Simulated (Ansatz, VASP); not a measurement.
# As: VASP beside Ansatz

```
As
1.0
     0.00000    2.94830    2.94830
     2.94830    0.00000    2.94830
     2.94830    2.94830    0.00000
As
2
Cartesian
  -0.7371 -0.7371 -0.7371
  0.7371 0.7371 0.7371
```

Change from the starting cell: volume scaled by 0.9, LAPW.

Alike in both runs: task single point; functional PBE; k mesh 13 × 13 × 13; occupations fermi-dirac, width 0.08 eV; no spin polarisation.

```csv
,VASP,Ansatz
version,VASP 6.6.1,Ansatz 0.2.0
potentials or method,"VASP PAW PBE potentials, release 64 (As), cutoff 520 eV","all-electron LAPW, scalar-relativistic"
```

|  | VASP | Ansatz | Ansatz less VASP |
| --- | --- | --- | --- |
| pressure (GPa) | 6.2 | 6.0 | -0.21 |

Ansatz ran all-electron here, and VASP with PAW potentials.
